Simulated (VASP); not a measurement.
Here is a VASP 6.6.1 calculation.

Contents of INCAR:

```
SYSTEM = Hf3SnSe8
  ALGO = Normal
  EDIFF = 1E-7
  EDIFFG = -0.01
  ENCUT = 500
  GGA = PE
  GGA_COMPAT = .FALSE.
  IBRION = 2
  ISIF = 3
  ISMEAR = 0
  LASPH = .TRUE.
  LCHARG = .FALSE.
  LREAL = .FALSE.
  LWAVE = .FALSE.
  NELM = 120
  NELMIN = 4
  NSW = 100
  PREC = Accurate
  SIGMA = 0.1
```

KPOINTS

```
k-points
0
G
  6 6 6
  0 0 0
```

POSCAR

```
Hf3SnSe8
1.0
    7.6201399644     -0.0000000029      0.0000000000
   -3.8100699797      6.5992347910      0.0000000000
    0.0000000000      0.0000000000      7.1477938000
Hf Sn Se
3 1 8
Direct
    0.5000000000      0.0000000000      0.0000000000
    0.5000000000      0.5000000000      0.0000000000
    0.0000000000      0.5000000000      0.0000000000
    0.0000000000      0.0000000000      0.0000000000
    0.6666666667      0.3333333333      0.2192153723
    0.6590300175      0.8295150087      0.2221365452
    0.1704849913      0.3409699825      0.2221365452
    0.1704849913      0.8295150087      0.2221365452
    0.8295150087      0.1704849913      0.7778634548
    0.8295150087      0.6590300175      0.7778634548
    0.3409699825      0.1704849913      0.7778634548
    0.3333333333      0.6666666667      0.7807846277
```

Potentials or basis: VASP PAW PBE potentials, release 64 (Hf_pv, Sn_d, Se).

Run with:

```sh
$ cat potpaw_PBE.64/Hf_pv/POTCAR potpaw_PBE.64/Sn_d/POTCAR potpaw_PBE.64/Se/POTCAR > POTCAR
$ mpirun -np 1 vasp_std > vasp.out
```

(1) What does it give for the relaxed cell?

(2) What does it give for the relaxed volume?

## Answers

(1) a = 7.611 Å, b = 7.611 Å, c = 7.144 Å, α = 90.00°, β = 90.00°, γ = 120.00°.

(2) 29.87 Å³/atom.

Caveat: this functional lacks dispersion, which binds layers or chains, so the pressure and a relaxed spacing across them are unreliable.
